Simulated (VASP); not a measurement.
# TiC (Fm-3m) in VASP: further runs, part 2 of 2

VASP 6.6.1. The steps go on from the part before.

## Step 5: Single point, PBEsol

This run uses another cell than the first one, of 9.55 Å³/atom, 1.087 times its volume.

The input, INCAR:

```
SYSTEM = TiC
ALGO = Normal
EDIFF = 1E-6
ENCUT = 520
GGA = PS
ISIF = 2
ISMEAR = 0
LASPH = .TRUE.
LCHARG = .TRUE.
LELF = .TRUE.
LREAL = .FALSE.
LVHAR = .TRUE.
LWAVE = .FALSE.
NBANDS = 15
NELM = 80
PREC = Accurate
SIGMA = 0.15
```

The input, KPOINTS:

```
k-points
0
G
  13 13 13
  0 0 0
```

The input, POSCAR:

```
TiC
1.0
    0.0000000000      2.1217489450      2.1217489450
    2.1217489450      0.0000000000      2.1217489450
    2.1217489450      2.1217489450      0.0000000000
Ti C
1 1
Direct
    0.0000000000      0.0000000000      0.0000000000
    0.5000000000      0.5000000000      0.5000000000
```

Potentials or basis: VASP PAW PBE potentials, release 64 (Ti_sv, C).

On the command line:

```bash
$ cat potpaw_PBE.64/Ti_sv/POTCAR potpaw_PBE.64/C/POTCAR > POTCAR
$ mpirun -np 1 vasp_std > vasp.out
```

OUTCAR:

```text
SYSTEM = TiC
   EDIFF = 1E-6
   ENCUT = 520
   GGA = PS
   ISIF = 2
   ISMEAR = 0
   LASPH = .TRUE.
   LREAL = .FALSE.
   NELM = 80
   PREC = Accurate

 ion  position               nearest neighbor table
   1  0.000  0.000  0.000-   2 2.12   2 2.12   2 2.12   2 2.12   2 2.12   2 2.12
   2  0.500  0.500  0.500-   1 2.12   1 2.12   1 2.12   1 2.12   1 2.12   1 2.12

  LATTYP: Found a face centered cubic cell.
 ALAT       =     4.2434978900

  Lattice vectors:

 A1 = (   0.0000000000,   2.1217489450,   2.1217489450)
 A2 = (   2.1217489450,   0.0000000000,   2.1217489450)
 A3 = (   2.1217489450,   2.1217489450,   0.0000000000)

Analysis of symmetry for initial positions (statically):
=====================================================================
 Subroutine PRICEL returns:
 Original cell was already a primitive cell.

 Routine SETGRP: Setting up the symmetry group for a
 face centered cubic supercell.

 Subroutine GETGRP returns: Found 48 space group operations
 (whereof 48 operations were pure point group operations)
 out of a pool of 48 trial point group operations.

The static configuration has the point symmetry O_h .

Analysis of symmetry for dynamics (positions and initial velocities):
=====================================================================
 Subroutine PRICEL returns:
 Original cell was already a primitive cell.

 Routine SETGRP: Setting up the symmetry group for a
 face centered cubic supercell.

 Subroutine GETGRP returns: Found 48 space group operations
 (whereof 48 operations were pure point group operations)
 out of a pool of 48 trial point group operations.

The dynamic configuration has the point symmetry O_h .

 Subroutine INISYM returns: Found 48 space group operations
 (whereof 48 operations are pure point group operations),
 and found     1 'primitive' translations

----------------------------------------------------------------------------------------

                                     Primitive cell

  volume of cell :      19.1035

  direct lattice vectors                    reciprocal lattice vectors
     0.000000000  2.121748945  2.121748945    -0.235654648  0.235654648  0.235654648
     2.121748945  0.000000000  2.121748945     0.235654648 -0.235654648  0.235654648
     2.121748945  2.121748945  0.000000000     0.235654648  0.235654648 -0.235654648

  length of vectors
     3.000606134  3.000606134  3.000606134     0.408165823  0.408165823  0.408165823

  position of ions in fractional coordinates (direct lattice)
     0.000000000  0.000000000  0.000000000
     0.500000000  0.500000000  0.500000000

  ion indices of the primitive-cell ions
   primitive index   ion index
                 1           1
                 2           2

----------------------------------------------------------------------------------------

 KPOINTS: k-points

Automatic generation of k-mesh.
 Grid dimensions read from file:
 generate k-points for:   13   13   13

 Generating k-lattice:

  Cartesian coordinates                     Fractional coordinates (reciprocal lattice)
    -0.018127281  0.018127281  0.018127281     0.076923077  0.000000000  0.000000000
     0.018127281 -0.018127281  0.018127281     0.000000000  0.076923077  0.000000000
     0.018127281  0.018127281 -0.018127281     0.000000000  0.000000000  0.076923077

  Length of vectors
     0.031397371  0.031397371  0.031397371

  Shift w.r.t. Gamma in fractional coordinates (k-lattice)
     0.000000000  0.000000000  0.000000000

 Subroutine IBZKPT returns following result:
 ===========================================

 Found     84 irreducible k-points:

 Following reciprocal coordinates:
            Coordinates               Weight
  0.000000  0.000000  0.000000      1.000000
  0.076923  0.000000  0.000000      8.000000
  0.153846  0.000000  0.000000      8.000000
  0.230769  0.000000  0.000000      8.000000
  0.307692  0.000000  0.000000      8.000000
  0.384615  0.000000  0.000000      8.000000
[... 16 lines left out ...]
  0.384615  0.153846  0.000000     24.000000
  0.461538  0.153846  0.000000     24.000000
 [... further k-points ...]
   k-points           NKPTS =     84   k-points in BZ     NKDIM =     84   number of bands    NBANDS=     15
   number of dos      NEDOS =    301   number of ions     NIONS =      2
   total plane-waves  NPLWV =  13824
   dimension x,y,z NGX =    24 NGY =   24 NGZ =   24
   dimension x,y,z NGXF=    48 NGYF=   48 NGZF=   48
   ions per type =               1   1
   NGX,Y,Z   is equivalent  to a cutoff of  13.30, 13.30, 13.30 a.u.
   NGXF,Y,Z  is equivalent  to a cutoff of  26.59, 26.59, 26.59 a.u.
 SYSTEM =  TiC
   PREC   = accura    normal or accurate (medium, high low for compatibility)
   ISTART =      0    job   : 0-new  1-cont  2-samecut
   ICHARG =      2    charge: 1-file 2-atom 10-const
   ISPIN  =      1    spin polarized calculation?
   LNONCOLLINEAR =      F non collinear calculations
   LSORBIT =      F    spin-orbit coupling
   LASPH  =      T    aspherical Exc in radial PAW
   ENCUT  =  520.0 eV  38.22 Ry    6.18 a.u.   5.58  5.58  5.58*2*pi/ulx,y,z
   NELM   =     80;   NELMIN=  2; NELMDL= -5     # of ELM steps
   EDIFF  = 0.1E-05   stopping-criterion for ELM
   LREAL  =      F    real-space projection
   EDIFFG = 0.1E-04   stopping-criterion for IOM
   NSW    =      0    number of steps for IOM
   IBRION =     -1    ionic relax: 0-MD 1-quasi-New 2-CG
   NFREE  =      0    steps in history (QN), initial steepest desc. (CG)
   ISIF   =      2    stress and relaxation
   ISYM   =      2    0-nonsym 1-usesym 2-fastsym
   POTIM  = 0.5000    time-step for ionic-motion
   TEBEG  =    0.0;   TEEND  =   0.0 temperature during run
   PSTRESS=    0.0 pullay stress
   NELECT =      16.0000    total number of electrons
   NUPDOWN=      -1.0000    fix difference up-down
   EMIN   =  10.00;   EMAX   =-10.00  energy-range for DOS
   EFERMI =   0.00;   METHOD = LEGACY
   ISMEAR =     0;   SIGMA  =   0.15  broadening in eV -4-tet -1-fermi 0-gaus
   EFERMI_NEDOS =   21; number of points for ismear=-14 and -15
   IALGO  =     38    algorithm
   IMIX   =      4    mixing-type and parameters
     AMIX     =   0.40;   BMIX     =  1.00
     AMIX_MAG =   1.60;   BMIX_MAG =  1.00
  volume/ion in A,a.u.               =       9.55        64.46
  Fermi-wavevector in a.u.,A,eV,Ry     =   1.543160  2.916149 32.400117  2.381341
  Thomas-Fermi vector in A             =   2.648862
   LORBIT       =      0    0 simple, 1 ext, 2 COOP (PROOUT), +10 PAW based schemes
   GGA     = PS    functional components
   LHFCALC =     F    Hartree Fock is set to
   AEXX    =    0.0000 exact exchange contribution
   IVDW    =     0    specifies the selected vdW correction
   LEPSILON=     F    determine dielectric tensor
   LRPA    =     F    only Hartree local field effects (RPA)
 non-spin polarized calculation
 Gauss-broadening in eV      SIGMA  =   0.15
  energy-cutoff  :      520.00
  volume of cell :       19.10
 maximum number of plane-waves:       533
   NGX = 11   NGY = 11   NGZ = 11

 number of electron      16.0000002 magnetization

 Free energy of the ion-electron system (eV)
  ---------------------------------------------------
  ext. energy  EPLUGINS =         0.00000000
  ---------------------------------------------------
  free energy    TOTEN  =       -19.78179245 eV

  energy without entropy =      -19.77854644  energy(sigma->0) =      -19.78016944

 E-fermi :  10.0456     XC(G=0): -13.1820

 val. band max:       10.0435935694   @ k =   0.4615   0.4615   0.0000
 cond. band min:      10.0496875280   @ k =   0.1538   0.1538   0.0000
 fundamental gap:      0.0060939586
 Fermi energy:        10.0455991420

 k-point     1 :       0.0000    0.0000    0.0000
  band No.  band energies     occupation
      1     -46.1100      2.00000
      2     -22.1997      2.00000
      3     -22.1997      2.00000
      4     -22.1997      2.00000
      5      -2.6115      2.00000
      6      10.7230      0.00000
      7      10.7230      0.00000
      8      10.7230      0.00000
      9      11.8254      0.00000
     10      11.8254      0.00000
     11      11.8254      0.00000
     12      11.8996      0.00000
     13      11.8996      0.00000
     14      21.4471      0.00000
     15      24.2116      0.00000
[... 397 lines left out ...]
 k-point    24 :       0.4615    0.1538    0.0000
  band No.  band energies     occupation
      1     -46.0086      2.00000
      2     -22.7499      2.00000
      3     -22.3288      2.00000
      4     -22.2963      2.00000
      5       0.5472      2.00000
      6       4.9202      2.00000
      7       6.9989      2.00000
      8       7.5675      2.00000
      9      12.1766      0.00000
     10      13.3287      0.00000
     11      14.2569      0.00000
     12      17.1115      0.00000
     13      17.9547      0.00000
     14      20.9759      0.00000
     15      25.4606      0.00000

 [... further k-points ...]
[... 5 lines left out ...]
  --------------------------------------------------------------------------------------
  -------------------------------------------------------------------------------------
  Total        1.2025575      1.2025575      1.2025575     -0.0000000      0.0000000     -0.0000000
  in kB      100.8566299    100.8566299    100.8566299     -0.0000000      0.0000000     -0.0000000
  external PRESSURE =     100.8566299 kB  Pullay stress =       0.0000000 kB

 VOLUME and BASIS-vectors are now :
 -----------------------------------------------------------------------------
  energy-cutoff  :      520.00
  volume of cell :       19.10
      direct lattice vectors                 reciprocal lattice vectors
     0.000000000  2.121748945  2.121748945    -0.235654648  0.235654648  0.235654648
     2.121748945  0.000000000  2.121748945     0.235654648 -0.235654648  0.235654648
     2.121748945  2.121748945  0.000000000     0.235654648  0.235654648 -0.235654648

 POSITION                                       TOTAL-FORCE (eV/Angst)
 -----------------------------------------------------------------------------------
      0.00000      0.00000      0.00000         0.000000     -0.000000      0.000000
      2.12175      2.12175      2.12175        -0.000000      0.000000     -0.000000
 -----------------------------------------------------------------------------------
    total drift:                                0.000000     -0.000000     -0.000000

  FREE ENERGIE OF THE ION-ELECTRON SYSTEM (eV)
  ---------------------------------------------------
  free  energy   TOTEN  =       -19.7817924498 eV

  energy  without entropy=      -19.7785464382  energy(sigma->0) =      -19.78016944
```

Run time: 16 s. Hardware: 1 thread of Intel Xeon Platinum 8375C at 2.90GHz (Ice Lake), shared host; peak memory 0.15 GiB.

What came out:

```
Free energy            : -19.7818 eV
Pressure               : 10.1 GPa
Band gap on the k mesh : zero (band 8 reaches 10.72 eV, above the bottom of band 9 at 9.64 eV)
```

Caveat: the PAW data sets were made with another functional, which shifts forces and pressure a little.

## Step 6: The runs side by side

```tsv
cell	gap on the mesh (eV)	pressure (GPa)
a = 2.918 Å, angles 60.0°, 2 atoms	none	40.1
a = 2.970 Å, angles 60.0°, 2 atoms	none	20.2
a = 2.943 Å, angles 60.0°, 2 atoms	none	30.2
a = 3.001 Å, angles 60.0°, 2 atoms	none	10.1
```

Alike in all rows: task single point; level PBEsol; potentials or basis VASP PAW PBE potentials, release 64 (Ti_sv, C); no spin polarisation; k mesh 13 × 13 × 13; cutoff (eV) 520; smearing gaussian 0.15 eV.

Caveats: the PAW data sets were made with another functional, which shifts forces and pressure a little.

Absolute energies hang on the potentials; compare differences alone.
